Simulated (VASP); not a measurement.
A run of VASP 6.6.1 is set up as follows.

INCAR

```
SYSTEM = Na
PREC = Accurate ; ENCUT = 600
EDIFF = 1E-6 ; ISMEAR = 0
SIGMA = 0.1 ; LREAL = .False.
LASPH = .True. ; NELM = 100
ALGO = Fast ; ISIF = 3
LWAVE = .False. ; LCHARG = .False.
GGA = PE ; IBRION = 2
NSW = 100 ; EDIFFG = -0.01
```

Contents of KPOINTS:

```
regular mesh
0
Gamma
  12 12 16
  0 0 0
```

File POSCAR:

```
Na
1.0
    5.8651306595      0.0000000000      0.0000000000
   -2.9325653297      5.0793521476      0.0000000000
    0.0000000000      0.0000000000      3.4212578476
Na
2
Direct
    0.3333333333      0.6666666667      0.5000000000
    0.6666666667      0.3333333333      0.5000000000
```

Potentials or basis: VASP PAW PBE potentials, release 64 (Na_pv).

Command:

```console
$ cat potpaw_PBE.64/Na_pv/POTCAR > POTCAR
$ mpirun -np 1 vasp_std > vasp.out
```

(1) Predict the band gap on the k mesh.

(2) What does it give for the space group after relaxing (to 0.1 Å)?

(3) What does it give for the relaxed cell?

Answers

(1) zero (bands 7 and 8 overlap by 2.92 eV).

(2) P6/mmm (No. 191).

(3) a = 5.866 Å, b = 5.866 Å, c = 3.418 Å, α = 90.00°, β = 90.00°, γ = 120.00°.
